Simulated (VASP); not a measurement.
# SrO (Fm-3m) in VASP: notebook

Runs on SrO. Level: PBE. Tasks: single point.

All numbers are computed with VASP 6.6.1; they aren't measurements. Logs are shortened: lines on timing, memory, paths and dates and some standing lists are left out, and cuts for length are marked.

## 1. The cell of the first run

Symmetry: Fm-3m, No. 225, cubic system. Conventional cell: a = 5.140 Å, b = 5.140 Å, c = 5.140 Å, α = 90.00°, β = 90.00°, γ = 90.00°. Within 3.4 Å of Sr (site symmetry m-3m) lie 6 O at 2.57 Å. Within 3.4 Å of O (site symmetry m-3m) lie 6 Sr at 2.57 Å.

## 2. Single point, PBE

INCAR

```
SYSTEM = SrO
  ALGO = Normal
  EDIFF = 1E-6
  ENCUT = 600
  GGA = PE
  GGA_COMPAT = .FALSE.
  ISIF = 2
  ISMEAR = 0
  LASPH = .TRUE.
  LCHARG = .TRUE.
  LELF = .TRUE.
  LREAL = .FALSE.
  LVHAR = .TRUE.
  LWAVE = .FALSE.
  NBANDS = 15
  NELM = 120
  PREC = Accurate
  SIGMA = 0.1
```

KPOINTS

```
k-points
0
G
  6 6 6
  0 0 0
```

POSCAR

```
SrO
1.0
    0.0000000000      2.5698000000      2.5698000000
    2.5698000000      0.0000000000      2.5698000000
    2.5698000000      2.5698000000      0.0000000000
Sr O
1 1
Direct
    0.0000000000      0.0000000000      0.0000000000
    0.5000000000      0.5000000000      0.5000000000
```

Potentials or basis: VASP PAW PBE potentials, release 64 (Sr_sv, O).

The run is started by

```console
cat potpaw_PBE.64/Sr_sv/POTCAR potpaw_PBE.64/O/POTCAR > POTCAR
mpirun -np 1 vasp_std > vasp.out
```

OUTCAR:

```text
SYSTEM = SrO
   EDIFF = 1E-6
   ENCUT = 600
   GGA = PE
   ISIF = 2
   ISMEAR = 0
   LASPH = .TRUE.
   LREAL = .FALSE.
   NELM = 120
   PREC = Accurate

 ion  position               nearest neighbor table
   1  0.000  0.000  0.000-   2 2.57   2 2.57   2 2.57   2 2.57   2 2.57   2 2.57
   2  0.500  0.500  0.500-   1 2.57   1 2.57   1 2.57   1 2.57   1 2.57   1 2.57

  LATTYP: Found a face centered cubic cell.
 ALAT       =     5.1396000000

  Lattice vectors:

 A1 = (   0.0000000000,   2.5698000000,   2.5698000000)
 A2 = (   2.5698000000,   0.0000000000,   2.5698000000)
 A3 = (   2.5698000000,   2.5698000000,   0.0000000000)

Analysis of symmetry for initial positions (statically):
=====================================================================
 Subroutine PRICEL returns:
 Original cell was already a primitive cell.

 Routine SETGRP: Setting up the symmetry group for a
 face centered cubic supercell.

 Subroutine GETGRP returns: Found 48 space group operations
 (whereof 48 operations were pure point group operations)
 out of a pool of 48 trial point group operations.

The static configuration has the point symmetry O_h .

Analysis of symmetry for dynamics (positions and initial velocities):
=====================================================================
 Subroutine PRICEL returns:
 Original cell was already a primitive cell.

 Routine SETGRP: Setting up the symmetry group for a
 face centered cubic supercell.

 Subroutine GETGRP returns: Found 48 space group operations
 (whereof 48 operations were pure point group operations)
 out of a pool of 48 trial point group operations.

The dynamic configuration has the point symmetry O_h .

 Subroutine INISYM returns: Found 48 space group operations
 (whereof 48 operations are pure point group operations),
 and found     1 'primitive' translations

----------------------------------------------------------------------------------------

                                     Primitive cell

  volume of cell :      33.9413

  direct lattice vectors                    reciprocal lattice vectors
     0.000000000  2.569800000  2.569800000    -0.194567671  0.194567671  0.194567671
     2.569800000  0.000000000  2.569800000     0.194567671 -0.194567671  0.194567671
     2.569800000  2.569800000  0.000000000     0.194567671  0.194567671 -0.194567671

  length of vectors
     3.634246013  3.634246013  3.634246013     0.337001091  0.337001091  0.337001091

  position of ions in fractional coordinates (direct lattice)
     0.000000000  0.000000000  0.000000000
     0.500000000  0.500000000  0.500000000

  ion indices of the primitive-cell ions
   primitive index   ion index
                 1           1
                 2           2

----------------------------------------------------------------------------------------

 KPOINTS: k-points

Automatic generation of k-mesh.
 Grid dimensions read from file:
 generate k-points for:    6    6    6

 Generating k-lattice:

  Cartesian coordinates                     Fractional coordinates (reciprocal lattice)
    -0.032427945  0.032427945  0.032427945     0.166666667  0.000000000  0.000000000
     0.032427945 -0.032427945  0.032427945     0.000000000  0.166666667  0.000000000
     0.032427945  0.032427945 -0.032427945     0.000000000  0.000000000  0.166666667

  Length of vectors
     0.056166849  0.056166849  0.056166849

  Shift w.r.t. Gamma in fractional coordinates (k-lattice)
     0.000000000  0.000000000  0.000000000

 Subroutine IBZKPT returns following result:
 ===========================================

 Found     16 irreducible k-points:

 Following reciprocal coordinates:
            Coordinates               Weight
  0.000000  0.000000  0.000000      1.000000
  0.166667  0.000000  0.000000      8.000000
  0.333333  0.000000  0.000000      8.000000
  0.500000  0.000000  0.000000      4.000000
  0.166667  0.166667  0.000000      6.000000
  0.333333  0.166667  0.000000     24.000000
[... 8 lines left out ...]
 -0.333333  0.333333  0.166667     24.000000
 -0.333333  0.500000  0.166667     12.000000
   k-points           NKPTS =     16   k-points in BZ     NKDIM =     16   number of bands    NBANDS=     15
   number of dos      NEDOS =    301   number of ions     NIONS =      2
   total plane-waves  NPLWV =  27000
   dimension x,y,z NGX =    30 NGY =   30 NGZ =   30
   dimension x,y,z NGXF=    60 NGYF=   60 NGZF=   60
   ions per type =               1   1
   NGX,Y,Z   is equivalent  to a cutoff of  13.72, 13.72, 13.72 a.u.
   NGXF,Y,Z  is equivalent  to a cutoff of  27.45, 27.45, 27.45 a.u.
 SYSTEM =  SrO
   PREC   = accura    normal or accurate (medium, high low for compatibility)
   ISTART =      0    job   : 0-new  1-cont  2-samecut
   ICHARG =      2    charge: 1-file 2-atom 10-const
   ISPIN  =      1    spin polarized calculation?
   LNONCOLLINEAR =      F non collinear calculations
   LSORBIT =      F    spin-orbit coupling
   LASPH  =      T    aspherical Exc in radial PAW
   ENCUT  =  600.0 eV  44.10 Ry    6.64 a.u.   7.26  7.26  7.26*2*pi/ulx,y,z
   NELM   =    120;   NELMIN=  2; NELMDL= -5     # of ELM steps
   EDIFF  = 0.1E-05   stopping-criterion for ELM
   LREAL  =      F    real-space projection
   EDIFFG = 0.1E-04   stopping-criterion for IOM
   NSW    =      0    number of steps for IOM
   IBRION =     -1    ionic relax: 0-MD 1-quasi-New 2-CG
   NFREE  =      0    steps in history (QN), initial steepest desc. (CG)
   ISIF   =      2    stress and relaxation
   ISYM   =      2    0-nonsym 1-usesym 2-fastsym
   POTIM  = 0.5000    time-step for ionic-motion
   TEBEG  =    0.0;   TEEND  =   0.0 temperature during run
   PSTRESS=    0.0 pullay stress
   NELECT =      16.0000    total number of electrons
   NUPDOWN=      -1.0000    fix difference up-down
   EMIN   =  10.00;   EMAX   =-10.00  energy-range for DOS
   EFERMI =   0.00;   METHOD = LEGACY
   ISMEAR =     0;   SIGMA  =   0.10  broadening in eV -4-tet -1-fermi 0-gaus
   EFERMI_NEDOS =   21; number of points for ismear=-14 and -15
   IALGO  =     38    algorithm
   IMIX   =      4    mixing-type and parameters
     AMIX     =   0.40;   BMIX     =  1.00
     AMIX_MAG =   1.60;   BMIX_MAG =  1.00
  volume/ion in A,a.u.               =      16.97       114.52
  Fermi-wavevector in a.u.,A,eV,Ry     =   1.274106  2.407711 22.086959  1.623346
  Thomas-Fermi vector in A             =   2.406892
   LORBIT       =      0    0 simple, 1 ext, 2 COOP (PROOUT), +10 PAW based schemes
   GGA     = PE    functional components
   LHFCALC =     F    Hartree Fock is set to
   AEXX    =    0.0000 exact exchange contribution
   IVDW    =     0    specifies the selected vdW correction
   LEPSILON=     F    determine dielectric tensor
   LRPA    =     F    only Hartree local field effects (RPA)
 non-spin polarized calculation
 Gauss-broadening in eV      SIGMA  =   0.10
  energy-cutoff  :      600.00
  volume of cell :       33.94
 maximum number of plane-waves:      1158
 NGX is ok and might be reduce to    30
   NGX = 15   NGY = 15   NGZ = 15

 number of electron      15.9999997 magnetization

 Free energy of the ion-electron system (eV)
  ---------------------------------------------------
  ext. energy  EPLUGINS =         0.00000000
  ---------------------------------------------------
  free energy    TOTEN  =       -12.04191452 eV

  energy without entropy =      -12.04191452  energy(sigma->0) =      -12.04191452

 E-fermi :   2.0814     XC(G=0): -10.0328

 val. band max:        1.6689865980   @ k =   0.0000   0.0000   0.0000
 cond. band min:       4.9339047807   @ k =   0.5000   0.5000   0.0000
 fundamental gap:      3.2649181827
 Fermi energy:         2.0814327541

 k-point     1 :       0.0000    0.0000    0.0000
  band No.  band energies     occupation
      1     -30.7146      2.00000
      2     -13.4229      2.00000
      3     -12.3510      2.00000
      4     -12.3510      2.00000
      5     -12.3510      2.00000
      6       1.6690      2.00000
      7       1.6690      2.00000
      8       1.6690      2.00000
      9       5.6629      0.00000
     10       7.8835      0.00000
     11       7.8835      0.00000
     12       7.8835      0.00000
     13      10.0539      0.00000
     14      10.0539      0.00000
     15      14.3890      0.00000

 k-point     2 :       0.1667    0.0000    0.0000
  band No.  band energies     occupation
      1     -30.6803      2.00000
      2     -13.9852      2.00000
      3     -12.3718      2.00000
      4     -12.3718      2.00000
      5     -11.8729      2.00000
      6       0.9468      2.00000
      7       1.3398      2.00000
      8       1.3398      2.00000
      9       6.8143      0.00000
     10       7.6854      0.00000
     11       8.4182      0.00000
     12       8.4182      0.00000
     13      10.7527      0.00000
     14      10.7527      0.00000
     15      16.0445      0.00000

 k-point     3 :       0.3333    0.0000    0.0000
  band No.  band energies     occupation
      1     -30.6107      2.00000
      2     -14.6755      2.00000
      3     -12.4127      2.00000
      4     -12.4127      2.00000
      5     -11.3516      2.00000
      6      -0.0818      2.00000
      7       0.7764      2.00000
      8       0.7764      2.00000
      9       7.8666      0.00000
     10       8.9614      0.00000
     11       9.7126      0.00000
     12       9.7126      0.00000
     13      12.3203      0.00000
     14      12.3203      0.00000
     15      17.5491      0.00000
[... 199 lines left out ...]
 k-point    15 :      -0.3333    0.3333    0.1667
  band No.  band energies     occupation
      1     -30.5440      2.00000
      2     -14.4106      2.00000
      3     -12.8849      2.00000
      4     -12.7394      2.00000
      5     -11.6618      2.00000
      6       0.3394      2.00000
      7       0.9944      2.00000
      8       1.0569      2.00000
      9       7.8831      0.00000
     10       8.0101      0.00000
     11      10.6650      0.00000
     12      11.7786      0.00000
     13      13.1314      0.00000
     14      14.6766      0.00000
     15      15.3958      0.00000

 k-point    16 :      -0.3333    0.5000    0.1667
  band No.  band energies     occupation
      1     -30.5338      2.00000
      2     -13.9845      2.00000
      3     -13.1708      2.00000
      4     -12.8740      2.00000
      5     -11.9495      2.00000
      6       0.7833      2.00000
      7       1.2094      2.00000
      8       1.3313      2.00000
      9       6.3185      0.00000
     10       9.2593      0.00000
     11      10.1397      0.00000
     12      12.6810      0.00000
     13      12.7848      0.00000
     14      14.6622      0.00000
     15      15.1761      0.00000

------------------------ aborting loop because EDIFF is reached ----------------------------------------

  FORCE on cell =-STRESS in cart. coord.  units (eV):
  Direction    XX          YY          ZZ          XY          YZ          ZX
  --------------------------------------------------------------------------------------
  -------------------------------------------------------------------------------------
  Total        0.7246878      0.7246878      0.7246878     -0.0000000     -0.0000000      0.0000000
  in kB       34.2084634     34.2084634     34.2084634     -0.0000000     -0.0000000      0.0000000
  external PRESSURE =      34.2084634 kB  Pullay stress =       0.0000000 kB

 VOLUME and BASIS-vectors are now :
 -----------------------------------------------------------------------------
  energy-cutoff  :      600.00
  volume of cell :       33.94
      direct lattice vectors                 reciprocal lattice vectors
     0.000000000  2.569800000  2.569800000    -0.194567671  0.194567671  0.194567671
     2.569800000  0.000000000  2.569800000     0.194567671 -0.194567671  0.194567671
     2.569800000  2.569800000  0.000000000     0.194567671  0.194567671 -0.194567671

 POSITION                                       TOTAL-FORCE (eV/Angst)
 -----------------------------------------------------------------------------------
      0.00000      0.00000      0.00000        -0.000000      0.000000      0.000000
      2.56980      2.56980      2.56980         0.000000      0.000000     -0.000000
 -----------------------------------------------------------------------------------
    total drift:                                0.000000      0.000000      0.000000

  FREE ENERGIE OF THE ION-ELECTRON SYSTEM (eV)
  ---------------------------------------------------
  free  energy   TOTEN  =       -12.0419145153 eV

  energy  without entropy=      -12.0419145153  energy(sigma->0) =      -12.04191452
```

It took 27 s on 1 thread of Intel Xeon 8259CL, shared host; peak memory 0.17 GiB.

What came out:

```yaml
Free_energy: -12.0419 eV
Pressure: 3.4 GPa
Band_gap_on_the_k_mesh: 3.26 eV (least direct gap 3.35 eV)
```

Caveat: the cell stands under pressure.

## 3. Single point, PBE

This run uses another cell than the first one, of 17.53 Å³/atom.

INCAR

```
  ALGO = Normal
  EDIFF = 1E-6
  ENCUT = 600
  GGA = PE
  GGA_COMPAT = F
  ISIF = 2
  ISMEAR = 0
  LASPH = T
  LCHARG = T
  LELF = T
  LREAL = F
  LVHAR = T
  LWAVE = F
  NBANDS = 15
  NELM = 120
  PREC = Accurate
  SIGMA = 0.02
```

KPOINTS

```
k-points
0
Gamma
  8 8 8
```

POSCAR

```
SrO
1.0
    0.0000000000      2.5975079636      2.5975079636
    2.5975079636      0.0000000000      2.5975079636
    2.5975079636      2.5975079636      0.0000000000
Sr O
1 1
Direct
    0.0000000000      0.0000000000      0.0000000000
    0.5000000000      0.5000000000      0.5000000000
```

Potentials or basis: VASP PAW PBE potentials, release 64 (Sr_sv, O).

The run is started by

```console
cat potpaw_PBE.64/Sr_sv/POTCAR potpaw_PBE.64/O/POTCAR > POTCAR
mpirun -np 1 vasp_std > vasp.out
```

Run time: 35 s. Hardware: 1 thread of Intel Xeon 8259CL, shared host; peak memory 0.18 GiB.

The run converged. Its results:

| Item | Value |
| --- | --- |
| Free energy | -12.0563 eV |
| Pressure | 0.4 GPa |
| Band gap on the k mesh | 3.28 eV (least direct gap 3.39 eV) |

Levels at points of the mesh, in eV from the valence-band top:
| k point | band 5 | band 6 | band 7 | band 8 | band 9 | band 10 | band 11 | band 12 |
| --- | --- | --- | --- | --- | --- | --- | --- | --- |
| (0.00, 0.00, 0.00) | -14.17 | 0.00 | 0.00 | 0.00 | 3.77 | 6.14 | 6.14 | 6.14 |
| (0.50, 0.00, 0.00) | -12.99 | -2.11 | -1.08 | -1.08 | 6.42 | 8.21 | 8.67 | 8.67 |
| (0.50, 0.50, 0.00) | -14.50 | -0.48 | -0.11 | -0.11 | 3.28 | 7.57 | 9.97 | 10.11 |

A k mesh can miss the band edges. A hybrid or GW would open this gap; PBE tends to underestimate it.
